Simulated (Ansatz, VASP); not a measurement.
**LuH3O3 in VASP and in Ansatz**

The input INCAR:

```
PREC     = Accurate       # precision mode
ENCUT    = 1000           # plane-wave cutoff, eV
EDIFF    = 1E-6           # SCF threshold, eV
ISMEAR   = 0              # smearing method
SIGMA    = 0.01           # smearing width, eV
LREAL    = False          # projectors in reciprocal space
LASPH    = True           # aspherical terms in the spheres
NELM     = 120            # most SCF steps
ALGO     = Normal         # electronic algorithm
ISIF     = 2              # what is computed and relaxed
LWAVE    = False          # write WAVECAR
LCHARG   = False          # write CHGCAR
GGA      = PE             # functional
NBANDS   = 32             # bands
GGA_COMPAT= False        
NELMDL   = -8
```

File KPOINTS:

```
Automatic mesh
0
Gamma
  1 1 1
```

File POSCAR:

```
LuH3O3
1.0
   13.4400000000      0.0000000000      0.0000000000
    0.0000000000     14.1300000000      0.0000000000
    0.0000000000      0.0000000000      9.0100000000
Lu O H
1 3 3
Direct
    0.4449278300      0.4998676600      0.4994450600
    0.5939568500      0.4998683700      0.5000344100
    0.3704129500      0.6226277400      0.5000344100
    0.3704136900      0.3771075700      0.5000344100
    0.6651398800      0.4998683700      0.5005516100
    0.3348214300      0.6812639800      0.5005516100
    0.3348229200      0.3184713400      0.5005516100
```

Input for Ansatz:

```yaml
crystal:
  lattice:
    - [13.44, 0.0, 0.0]
    - [0.0, 14.13, 0.0]
    - [0.0, 0.0, 9.01]
  atoms:
    - { symbol: Lu, position: [0.44492783, 0.49986766, 0.49944506] }
    - { symbol: O, position: [0.59395685, 0.49986837, 0.50003441] }
    - { symbol: H, position: [0.66513988, 0.49986837, 0.50055161] }
    - { symbol: O, position: [0.37041295, 0.62262774, 0.50003441] }
    - { symbol: H, position: [0.33482143, 0.68126398, 0.50055161] }
    - { symbol: O, position: [0.37041369, 0.37710757, 0.50003441] }
    - { symbol: H, position: [0.33482292, 0.31847134, 0.50055161] }
basis:
  ecutwfc: 420
  ecutrho_ratio: 4
kpoints:
  mp_grid: { grid: [1, 1, 1] }
hamiltonian:
  xc: pbe
scf:
  occupations: { method: gaussian, width: 0.01 }
output:
  forces: true
  eigenvalues: true
  populations: true
  hubbard: { sites: [{ species: Lu, l: f }] }
```

Alike in both runs: task single point; functional PBE; k mesh 1 × 1 × 1; occupations gaussian, width 0.01 eV; no spin polarisation.

|  | VASP | Ansatz |
| --- | --- | --- |
| version | VASP 6.6.1 | Ansatz 0.2.0 |
| potentials or method | VASP PAW PBE potentials, release 64 (Lu, O_h, H_h), cutoff 1000 eV | scalar-relativistic, plane waves, PAW |
| valence electrons in the cell | 46 | 46 |

|  | VASP | Ansatz | Ansatz less VASP |
| --- | --- | --- | --- |
| gap on the k mesh at the Fermi level (eV) | 3.76 | 3.78 | +0.018 |
| rms of the force components (eV/Å) | 0.112 | 0.154 | +0.0422 |

Ansatz's warnings: structure snapped to symmetry.

Neither program's run includes spin-orbit coupling.
